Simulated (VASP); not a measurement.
# Al3CoNi2 (P-3m1) in VASP: further runs

Runs on Al3CoNi2. Level: PBE. Tasks: single point, relaxation of cell and atoms.

All numbers are computed with VASP 6.6.1; they aren't measurements. Logs are shortened: lines on timing, memory, paths and dates and some standing lists are left out, and cuts for length are marked.

## 1. The cell of the first run

Symmetry: P-3m1, No. 164, trigonal system. Conventional cell: a = 4.081 Å, b = 4.081 Å, c = 4.985 Å, α = 90.00°, β = 90.00°, γ = 120.00°. Within 3.3 Å of Al (site symmetry -3m) lie 2 Co at 2.49 Å and 6 Ni at 2.51 Å and 6 Al at 2.89 Å. Al (site symmetry 3m) has 5 Ni at 2.46 to 2.52 Å and 3 Co at 2.50 Å and 6 Al at 2.87 to 2.89 Å within 3.3 Å. Co (site symmetry -3m) has 8 Al at 2.49 to 2.50 Å and 6 Ni at 2.87 Å within 3.3 Å. Within 3.3 Å of Ni (site symmetry 3m) lie 8 Al at 2.46 to 2.52 Å and 3 Co at 2.87 Å and 3 Ni at 2.91 Å.

## 2. Single point, PBE, collinear spin, ferromagnetic start

Input file INCAR:

```
PREC = Accurate ; ENCUT = 520
EDIFF = 1E-6 ; ISMEAR = 0
SIGMA = 0.1 ; LREAL = F
LASPH = T ; NELM = 150
ALGO = Normal ; ISIF = 2
LWAVE = F ; LCHARG = F
ISPIN = 2 ; MAGMOM = 0 0 0 3 2 2
LORBIT = 11 ; LMAXMIX = 4
GGA = PE ; NBANDS = 32
```

Input file KPOINTS:

```
regular mesh
0
Gamma
  6 6 4
```

Input file POSCAR:

```
Al3CoNi2
1.0
    4.0808171824      0.0000000000      0.0000000000
   -2.0404085912      3.5340913482      0.0000000000
    0.0000000000      0.0000000000      4.9846888366
Al Co Ni
3 1 2
Direct
    0.0000000000      0.0000000000      0.0000000000
    0.3333333333      0.6666666667      0.6652030164
    0.6666666667      0.3333333333      0.3347969836
    0.0000000000      0.0000000000      0.5000000000
    0.3333333333      0.6666666667      0.1712360660
    0.6666666667      0.3333333333      0.8287639340
```

Potentials or basis: VASP PAW PBE potentials, release 64 (Al, Co, Ni).

Run with:

```
> cat potpaw_PBE.64/Al/POTCAR potpaw_PBE.64/Co/POTCAR potpaw_PBE.64/Ni/POTCAR > POTCAR
> mpirun -np 1 vasp_std > vasp.out
```

OUTCAR:

```text
PREC = Accurate
   ENCUT = 520
   EDIFF = 1E-6
   ISMEAR = 0
   LREAL = F
   LASPH = T
   NELM = 150
   ISIF = 2
   ISPIN = 2
   LORBIT = 11
   GGA = PE

 ion  position               nearest neighbor table
   1  0.000  0.000  0.000-   4 2.49   4 2.49   6 2.51   5 2.51   6 2.51   5 2.51   6 2.51   5 2.51
                             2 2.89   3 2.89   2 2.89   3 2.89   3 2.89   2 2.89
   2  0.333  0.667  0.665-   5 2.46   6 2.49   6 2.49   6 2.49   4 2.50   4 2.50   4 2.50   5 2.52
                             3 2.87   3 2.87   3 2.87   1 2.89   1 2.89   1 2.89
   3  0.667  0.333  0.335-   6 2.46   5 2.49   5 2.49   5 2.49   4 2.50   4 2.50   4 2.50   6 2.52
                             2 2.87   2 2.87   2 2.87   1 2.89   1 2.89   1 2.89
   4  0.000  0.000  0.500-   1 2.49   1 2.49   3 2.50   2 2.50   3 2.50   2 2.50   3 2.50   2 2.50
                             6 2.87   5 2.87   6 2.87   5 2.87   5 2.87   6 2.87
   5  0.333  0.667  0.171-   2 2.46   3 2.49   3 2.49   3 2.49   1 2.51   1 2.51   1 2.51   2 2.52
                             4 2.87   4 2.87   4 2.87   6 2.91   6 2.91   6 2.91
   6  0.667  0.333  0.829-   3 2.46   2 2.49   2 2.49   2 2.49   1 2.51   1 2.51   1 2.51   3 2.52
                             4 2.87   4 2.87   4 2.87   5 2.91   5 2.91   5 2.91

  LATTYP: Found a hexagonal cell.
 ALAT       =     4.0808171824
 C/A-ratio  =     1.2214928074

  Lattice vectors:

 A1 = (   4.0808171824,   0.0000000000,   0.0000000000)
 A2 = (  -2.0404085912,   3.5340913482,   0.0000000000)
 A3 = (   0.0000000000,   0.0000000000,   4.9846888366)

Analysis of symmetry for initial positions (statically):
=====================================================================
 Subroutine PRICEL returns:
 Original cell was already a primitive cell.

 Routine SETGRP: Setting up the symmetry group for a
 hexagonal supercell.

 Subroutine GETGRP returns: Found 12 space group operations
 (whereof 12 operations were pure point group operations)
 out of a pool of 24 trial point group operations.

The static configuration has the point symmetry D_3d.

Analysis of symmetry for dynamics (positions and initial velocities):
=====================================================================
 Subroutine PRICEL returns:
 Original cell was already a primitive cell.

 Routine SETGRP: Setting up the symmetry group for a
 hexagonal supercell.

 Subroutine GETGRP returns: Found 12 space group operations
 (whereof 12 operations were pure point group operations)
 out of a pool of 24 trial point group operations.

The dynamic configuration has the point symmetry D_3d.

Analysis of structural, dynamic, and magnetic symmetry:
=====================================================================
 Subroutine PRICEL returns:
 Original cell was already a primitive cell.

 Routine SETGRP: Setting up the symmetry group for a
 hexagonal supercell.

 Subroutine GETGRP returns: Found 12 space group operations
 (whereof 12 operations were pure point group operations)
 out of a pool of 24 trial point group operations.

The overall configuration has the point symmetry D_3d.

 Subroutine INISYM returns: Found 12 space group operations
 (whereof 12 operations are pure point group operations),
 and found     1 'primitive' translations

----------------------------------------------------------------------------------------

                                     Primitive cell

  volume of cell :      71.8891

  direct lattice vectors                    reciprocal lattice vectors
     4.080817182  0.000000000  0.000000000     0.245048958  0.141479082  0.000000000
    -2.040408591  3.534091348  0.000000000     0.000000000  0.282958164  0.000000000
     0.000000000  0.000000000  4.984688837     0.000000000  0.000000000  0.200614328

  length of vectors
     4.080817182  4.080817182  4.984688837     0.282958164  0.282958164  0.200614328

  position of ions in fractional coordinates (direct lattice)
     0.000000000  0.000000000  0.000000000
     0.333333333  0.666666667  0.665203016
     0.666666667  0.333333333  0.334796984
     0.000000000  0.000000000  0.500000000
     0.333333333  0.666666667  0.171236066
     0.666666667  0.333333333  0.828763934

  ion indices of the primitive-cell ions
   primitive index   ion index
                 1           1
                 2           2
                 3           3
                 4           4
                 5           5
                 6           6

----------------------------------------------------------------------------------------

 KPOINTS: regular mesh

Automatic generation of k-mesh.
 Grid dimensions read from file:
 generate k-points for:    6    6    4

 Generating k-lattice:

  Cartesian coordinates                     Fractional coordinates (reciprocal lattice)
     0.040841493  0.023579847  0.000000000     0.166666667  0.000000000  0.000000000
     0.000000000  0.047159694  0.000000000     0.000000000  0.166666667  0.000000000
[... 83 lines left out ...]
  ---------------------------------------------------
  ext. energy  EPLUGINS =         0.00000000
  ---------------------------------------------------
  free energy    TOTEN  =       -32.92528455 eV

  energy without entropy =      -32.90499419  energy(sigma->0) =      -32.91513937

 E-fermi :  10.0427     XC(G=0): -12.0569

 val. band max:       10.0362158344   @ k =   0.1667   0.1667   0.5000
 cond. band min:      10.0881809697   @ k =   0.1667   0.1667   0.2500
 fundamental gap:      0.0519651353
 Fermi energy:        10.0426788880

 spin component 1

 k-point     1 :       0.0000    0.0000    0.0000
  band No.  band energies     occupation
      1      -0.9947      1.00000
      2       4.2538      1.00000
      3       4.2803      1.00000
      4       6.4984      1.00000
      5       6.4984      1.00000
      6       6.6595      1.00000
[... 23 lines left out ...]
     30      17.7174      0.00000
     31      17.7174      0.00000

 k-point     2 :       0.1667   -0.0000    0.0000
  band No.  band energies     occupation
      1      -0.6554      1.00000
      2       4.4372      1.00000
      3       4.4572      1.00000
      4       5.9356      1.00000
      5       6.4098      1.00000
      6       6.5860      1.00000
[... 740 lines left out ...]
 k-point    24 :       0.3333    0.3333    0.5000
  band No.  band energies     occupation
      1       3.8038      1.00000
      2       3.8038      1.00000
      3       3.8080      1.00000
      4       4.2766      1.00000
      5       4.2766      1.00000
      6       4.4634      1.00000
[... 23 lines left out ...]
     30      17.8557      0.00000
     31      18.0191      0.00000
 Fermi energy:        10.0426788880

 spin component 2

 k-point     1 :       0.0000    0.0000    0.0000
  band No.  band energies     occupation
      1      -0.9891      1.00000
      2       4.2612      1.00000
      3       4.3059      1.00000
      4       6.5361      1.00000
      5       6.5361      1.00000
      6       6.7374      1.00000
[... 23 lines left out ...]
     30      17.7592      0.00000
     31      17.7592      0.00000

 k-point     2 :       0.1667   -0.0000    0.0000
  band No.  band energies     occupation
      1      -0.6498      1.00000
      2       4.4493      1.00000
      3       4.4833      1.00000
      4       5.9731      1.00000
      5       6.4661      1.00000
      6       6.6235      1.00000
[... 740 lines left out ...]
 k-point    24 :       0.3333    0.3333    0.5000
  band No.  band energies     occupation
      1       3.8130      1.00000
      2       3.8130      1.00000
      3       3.8136      1.00000
      4       4.3047      1.00000
      5       4.3047      1.00000
      6       4.4929      1.00000
[... 23 lines left out ...]
     30      17.8674      0.00000
     31      18.0549      0.00000
 [bands above 31 left out]

------------------------ aborting loop because EDIFF is reached ----------------------------------------

  FORCE on cell =-STRESS in cart. coord.  units (eV):
  Direction    XX          YY          ZZ          XY          YZ          ZX
  --------------------------------------------------------------------------------------
  -------------------------------------------------------------------------------------
  Total        0.0327140      0.0327140      0.0026327      0.0000000      0.0000000      0.0000000
  in kB        0.7290910      0.7290910      0.0586745      0.0000000      0.0000000      0.0000000
  external PRESSURE =       0.5056188 kB  Pullay stress =       0.0000000 kB

 VOLUME and BASIS-vectors are now :
 -----------------------------------------------------------------------------
  energy-cutoff  :      520.00
  volume of cell :       71.89
      direct lattice vectors                 reciprocal lattice vectors
     4.080817182  0.000000000  0.000000000     0.245048958  0.141479082  0.000000000
    -2.040408591  3.534091348  0.000000000     0.000000000  0.282958164  0.000000000
     0.000000000  0.000000000  4.984688837     0.000000000  0.000000000  0.200614328

 POSITION                                       TOTAL-FORCE (eV/Angst)
 -----------------------------------------------------------------------------------
      0.00000      0.00000      0.00000         0.000000      0.000000      0.000000
     -0.00000      2.35606      3.31583        -0.000000      0.000000      0.006862
      2.04041      1.17803      1.66886         0.000000     -0.000000     -0.006862
      0.00000      0.00000      2.49234         0.000000      0.000000      0.000000
     -0.00000      2.35606      0.85356        -0.000000      0.000000      0.002678
      2.04041      1.17803      4.13113        -0.000000     -0.000000     -0.002678
 -----------------------------------------------------------------------------------
    total drift:                               -0.000000      0.000000      0.000000

  FREE ENERGIE OF THE ION-ELECTRON SYSTEM (eV)
  ---------------------------------------------------
  free  energy   TOTEN  =       -32.9252845477 eV

  energy  without entropy=      -32.9049941905  energy(sigma->0) =      -32.91513937

 total charge

# of ion       s       p       d       tot
------------------------------------------
    1        0.385   0.413   0.000   0.799
    2        0.387   0.414   0.000   0.802
    3        0.387   0.414   0.000   0.802
    4        0.436   0.466   7.511   8.413
    5        0.469   0.515   8.465   9.450
    6        0.469   0.515   8.465   9.450
--------------------------------------------------
tot          2.534   2.738  24.441  29.714

 magnetization (x)

# of ion       s       p       d       tot
------------------------------------------
    1       -0.000   0.001   0.000   0.001
    2       -0.000   0.001   0.000   0.001
    3       -0.000   0.001   0.000   0.001
    4        0.004   0.007   0.336   0.347
    5        0.005  -0.002   0.086   0.089
    6        0.005  -0.002   0.086   0.089
--------------------------------------------------
tot          0.014   0.007   0.507   0.528
```

Run time: 2.4 min. Hardware: 1 thread of Intel Xeon 6975P-C (Granite Rapids), shared host; peak memory 0.26 GiB.

Results:

- Free energy: -32.9253 eV
- Pressure: 0.1 GPa
- Largest force: 0.007 eV/Å
- Net moment: 0.52 μB per cell
- Site moments: Al +0.00; Co +0.35; Ni +0.09 μB
- Valence electrons inside the program's atomic spheres: Al 0.80; Co 8.41; Ni 9.45

Forces on the atoms (eV/Å):
```
Al   0.000  0.000  0.000
Al   0.000  0.000  0.007
Al   0.000  0.000 -0.007
Co   0.000  0.000  0.000
Ni   0.000  0.000  0.003
Ni   0.000  0.000 -0.003
```

Levels at points of the mesh, in eV from the Fermi level:
Spin up:
| k point | band 15 | band 16 | band 17 | band 18 | band 19 | band 20 | band 21 | band 22 | band 23 | band 24 |
| --- | --- | --- | --- | --- | --- | --- | --- | --- | --- | --- |
| (0.00, 0.00, 0.00) | -1.55 | -1.23 | -1.23 | -1.12 | 2.01 | 2.01 | 2.24 | 2.24 | 3.89 | 4.22 |
| (0.50, 0.00, 0.00) | -1.95 | -1.65 | -1.47 | -1.39 | -0.83 | 0.27 | 0.73 | 1.71 | 2.71 | 4.56 |
| (0.00, 0.00, 0.50) | -1.46 | -0.82 | -0.82 | 2.10 | 2.10 | 2.14 | 3.13 | 3.13 | 3.18 | 3.18 |
| (0.50, 0.00, 0.50) | -1.99 | -1.51 | -1.39 | -1.17 | -0.45 | 0.49 | 0.85 | 2.32 | 2.80 | 6.34 |
Spin down:
```tsv
k point	band 16	band 17	band 18	band 19	band 20	band 21	band 22	band 23
(0.00, 0.00, 0.00)	-0.98	-0.98	-0.95	2.06	2.06	2.38	2.38	3.90
(0.50, 0.00, 0.00)	-1.47	-1.30	-1.19	-0.47	0.36	0.95	1.90	2.80
(0.00, 0.00, 0.50)	-0.49	-0.49	2.11	2.11	2.15	3.18	3.18	3.31
(0.50, 0.00, 0.50)	-1.34	-1.11	-1.02	-0.13	0.56	1.09	2.36	2.94
```

## 3. Single point, PBE, collinear spin, ferromagnetic start

This run uses another cell than the first one, of 12.90 Å³/atom, 1.077 times its volume.

Input file INCAR:

```
SYSTEM = Al3CoNi2
PREC = Accurate ; ENCUT = 520
EDIFF = 1E-6 ; ISMEAR = 0
SIGMA = 0.1 ; LREAL = .FALSE.
LASPH = .TRUE. ; NELM = 150
ALGO = Normal ; ISIF = 2
LWAVE = .FALSE. ; LCHARG = .FALSE.
ISPIN = 2 ; MAGMOM = 0 0 0 3 2 2
LORBIT = 11 ; LMAXMIX = 4
GGA = PE ; NBANDS = 32
```

Input file KPOINTS:

```
Automatic mesh
0
G
  6 6 4
  0 0 0
```

Input file POSCAR:

```
Al3CoNi2
1.0
    4.1791846600      0.0000000000      0.0000000000
   -2.0895923300      3.6192800800      0.0000000000
    0.0000000000      0.0000000000      5.1184349800
Al Co Ni
3 1 2
Direct
    0.0000000000      0.0000000000      0.0000000000
    0.3333333300      0.6666666700      0.6666666700
    0.6666666700      0.3333333300      0.3333333300
    0.0000000000      0.0000000000      0.5000000000
    0.3333333300      0.6666666700      0.1666666700
    0.6666666700      0.3333333300      0.8333333300
```

Potentials or basis: VASP PAW PBE potentials, release 64 (Al, Co, Ni).

Run with:

```
> cat potpaw_PBE.64/Al/POTCAR potpaw_PBE.64/Co/POTCAR potpaw_PBE.64/Ni/POTCAR > POTCAR
> mpirun -np 1 vasp_std > vasp.out
```

It took 1.9 min on 1 thread of Intel Xeon 6975P-C (Granite Rapids), shared host; peak memory 0.28 GiB.

It converged, with:

| Property | Result |
| --- | --- |
| Free energy | -32.7341 eV |
| Pressure | -10.2 GPa |
| Largest force | 0.166 eV/Å |
| Net moment | 0.81 μB per cell |
| Site moments | Al +0.00, -0.00; Co +0.58; Ni +0.13 μB |
| Valence electrons inside the program's atomic spheres | Al 0.77, 0.76; Co 8.27; Ni 9.33 |

Forces in eV/Å, atoms in the order of the input:
```
Al   0.000  0.000  0.000
Al   0.000  0.000 -0.128
Al   0.000  0.000  0.128
Co   0.000  0.000  0.000
Ni   0.000  0.000  0.166
Ni   0.000  0.000 -0.166
```

Stress tensor (GPa, compression positive):
```
 -9.92   0.00   0.00
  0.00  -9.92   0.00
  0.00   0.00 -10.75
```

Levels at points of the mesh, in eV from the Fermi level:
Spin up:
```tsv
k point	band 16	band 17	band 18	band 19	band 20	band 21	band 22	band 23
(0.00, 0.00, 0.00)	-1.23	-1.23	-1.12	1.91	1.91	2.07	2.07	3.41
(0.50, 0.00, 0.00)	-1.58	-1.45	-1.38	-0.90	0.21	0.51	1.49	2.30
(0.00, 0.00, 0.50)	-0.88	-0.88	2.13	2.13	2.14	2.91	2.91	2.99
(0.50, 0.00, 0.50)	-1.47	-1.39	-1.16	-0.56	0.46	0.66	2.08	2.47
```
Spin down:
```
           k point  band 15  band 16  band 17  band 18  band 19  band 20  band 21  band 22
(0.00, 0.00, 0.00)    -1.16    -0.84    -0.80    -0.80     1.97     1.97     2.27     2.27
(0.50, 0.00, 0.00)    -1.69    -1.27    -1.17    -1.02    -0.32     0.33     0.87     1.79
(0.00, 0.00, 0.50)    -1.16    -0.35    -0.35     2.14     2.14     2.15     2.97     2.97
(0.50, 0.00, 0.50)    -1.59    -1.18    -0.93    -0.92    -0.04     0.56     1.06     2.14
```

## 4. Relaxation of cell and atoms, PBE, collinear spin, ferromagnetic start

This run uses another cell than the first one, of 12.90 Å³/atom, 1.077 times its volume.

Input file INCAR:

```
ALGO = Fast
EDIFF = 1E-6
EDIFFG = -0.04
ENCUT = 600
GGA = PE
IBRION = 2
ISIF = 3
ISMEAR = 0
ISPIN = 2
LASPH = True
LCHARG = False
LMAXMIX = 4
LORBIT = 11
LREAL = False
LWAVE = False
MAGMOM = 0 0 0 3 2 2
NELM = 150
NSW = 90
PREC = Accurate
SIGMA = 0.1
```

Input file KPOINTS:

```
k-points
0
Gamma
  6 6 4
```

POSCAR is that of step 3.

Run with:

```
> cat potpaw_PBE.64/Al/POTCAR potpaw_PBE.64/Co/POTCAR potpaw_PBE.64/Ni/POTCAR > POTCAR
> mpirun -np 1 vasp_std > vasp.out
```

It took 8.4 min on 1 thread of Intel Xeon 6975P-C (Granite Rapids), shared host; peak memory 0.33 GiB.

The run converged. Its results:

```yaml
Free_energy: -32.9244 eV
Relaxed_volume: 11.96 Å³/atom
Relaxed_cell: a = 4.081 Å, b = 4.081 Å, c = 4.975 Å, α = 90.00°, β = 90.00°, γ = 120.00°
Space_group_after_relaxing_to_0.05_Å: P-3m1 (No. 164)
Energy_gained_by_relaxing: 31.8 meV/atom
Ionic_steps: 6
Pressure_after_relaxing: 0.1 GPa
Largest_force_after_relaxing: 0.028 eV/Å
Band_gap_on_the_k_mesh: zero (filled and empty bands overlap)
Net_moment: -0.02 μB per cell
Valence_electrons_inside_the_program's_atomic_spheres: Al 0.80; Co 8.42; Ni 9.45
```

Forces on the atoms (eV/Å):
```
Al   0.000  0.000  0.000
Al   0.000  0.000  0.008
Al   0.000  0.000 -0.008
Co   0.000  0.000  0.000
Ni   0.000  0.000  0.028
Ni   0.000  0.000 -0.028
```

Stress tensor (GPa, compression positive):
```
0.02 0.00 0.00
0.00 0.02 0.00
0.00 0.00 0.25
```

Step by step:
| step | energy change (eV) | largest force (eV/Å) | pressure (GPa) | volume (Å³) |
| --- | --- | --- | --- | --- |
| 1 | 0.0000 | 0.1666 | -10.17 | 77.42 |
| 2 | -0.1101 | 0.0975 | 8.30 | 68.60 |
| 3 | -0.1881 | 0.1392 | -0.24 | 71.87 |
| 4 | -0.1882 | 0.1368 | 0.10 | 71.74 |
| 5 | -0.1905 | 0.0669 | 0.30 | 71.75 |
| 6 | -0.1909 | 0.0282 | 0.10 | 71.75 |

Final structure:
```
CELL_PARAMETERS angstrom
4.08095 0.00000 0.00000
-2.04048 3.53421 0.00000
0.00000 0.00000 4.97490
ATOMIC_POSITIONS crystal
Al 0.00000 0.00000 0.00000
Al 0.33333 0.66667 0.66423
Al 0.66667 0.33333 0.33577
Co 0.00000 0.00000 0.50000
Ni 0.33333 0.66667 0.16959
Ni 0.66667 0.33333 0.83041
```

Levels at points of the mesh, in eV from the Fermi level:
Spin up:
| k point | band 16 | band 17 | band 18 | band 19 | band 20 | band 21 | band 22 | band 23 |
| --- | --- | --- | --- | --- | --- | --- | --- | --- |
| (0.00, 0.00, 0.00) | -1.10 | -1.10 | -1.03 | 2.03 | 2.03 | 2.31 | 2.31 | 3.89 |
| (0.50, 0.00, 0.00) | -1.54 | -1.37 | -1.28 | -0.63 | 0.34 | 0.84 | 1.82 | 2.77 |
| (0.00, 0.00, 0.50) | -0.64 | -0.64 | 2.10 | 2.10 | 2.16 | 3.14 | 3.14 | 3.26 |
| (0.50, 0.00, 0.50) | -1.41 | -1.23 | -1.09 | -0.27 | 0.53 | 0.98 | 2.35 | 2.87 |
Spin down:
| k point | band 17 | band 18 | band 19 | band 20 | band 21 | band 22 |
| --- | --- | --- | --- | --- | --- | --- |
| (0.00, 0.00, 0.00) | -1.11 | -1.03 | 2.03 | 2.03 | 2.31 | 2.31 |
| (0.50, 0.00, 0.00) | -1.37 | -1.29 | -0.64 | 0.34 | 0.84 | 1.81 |
| (0.00, 0.00, 0.50) | -0.65 | 2.10 | 2.10 | 2.16 | 3.14 | 3.14 |
| (0.50, 0.00, 0.50) | -1.23 | -1.09 | -0.28 | 0.53 | 0.97 | 2.35 |

Caveat: the starting moments collapsed, and a magnetic state may lie lower.
